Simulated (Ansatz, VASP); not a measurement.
**Two plane-wave programs on Mo**

```
CELL_PARAMETERS angstrom
-1.57100 1.57100 1.63384
1.57100 -1.57100 1.63384
1.57100 1.57100 -1.63384
ATOMIC_POSITIONS crystal
Mo 0.00000 0.00000 0.00000
```

Change from the starting cell: strain +0.000 along x and y, +0.040 along z, atoms carried along.

Alike in both runs: task single point; functional PBE; k mesh 22 × 22 × 22; occupations gaussian, width 0.15 eV; no spin polarisation.

|  | VASP | Ansatz |
| --- | --- | --- |
| version | VASP 6.6.1 | Ansatz 0.2.0 |
| potentials or method | VASP PAW PBE potentials, release 64 (Mo_sv), cutoff 520 eV | scalar-relativistic, plane waves, PAW |
| valence electrons in the cell | 14 | 14 |

|  | VASP | Ansatz | Ansatz less VASP |
| --- | --- | --- | --- |
| gap on the k mesh at the Fermi level (eV) | none | none | - |
| pressure (GPa) | -4.6 | -5.1 | -0.46 |
| traceless stress, the component that is largest in VASP (GPa) | -7.16 | -7.17 | -0.004 |

A gap of «none» marks a metal or a gap that the smearing closes.
